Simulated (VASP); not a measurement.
Input of a VASP 6.6.1 run:

The input POSCAR:

```
Hg
1.0
    3.0246685897      0.0000000000      0.0000000000
    0.0000000000      3.0246685897      0.0000000000
    0.0000000000      0.0000000000      3.0246685897
Hg
1
Direct
    0.0000000000      0.0000000000      0.0000000000
```

Contents of INCAR.step1:

```
PREC = Accurate
ENCUT = 520
ISMEAR = -1
SIGMA = 0.1
LREAL = False
LASPH = True
NELM = 60
NBANDS = 12
GGA = PE
ALGO = Normal
EDIFF = 1E-4
LWAVE = True
LCHARG = False
```

INCAR.step2

```
PREC = Accurate
ENCUT = 520
EDIFF = 1E-6
ISMEAR = -1
SIGMA = 0.1
LREAL = False
LASPH = True
NELM = 60
ALGO = Normal
ISIF = 2
LWAVE = False
LCHARG = False
METAGGA = R2SCAN
LMIXTAU = True
NBANDS = 12
ISTART = 1
```

KPOINTS

```
regular mesh
0
Gamma
  11 11 11
```

Potentials or basis: VASP PAW PBE potentials, release 64 (Hg).

The run is started by

```bash
$ cat potpaw_PBE.64/Hg/POTCAR > POTCAR
$ cp INCAR.step1 INCAR
$ mpirun -np 1 vasp_std > vasp.out
$ cp INCAR.step2 INCAR
$ mpirun -np 1 vasp_std > vasp.out
```

Question: What does it give for the pressure?

Answer: 0.0 GPa.

Question: Estimate the band gap on the k mesh.

Answer: Zero (band 6 reaches 4.55 eV, above the bottom of band 7 at 0.63 eV).

Caveat: the PAW data sets were made with another functional, which shifts forces and pressure a little; spin-orbit coupling is left out, which moves the levels of the heavy elements.
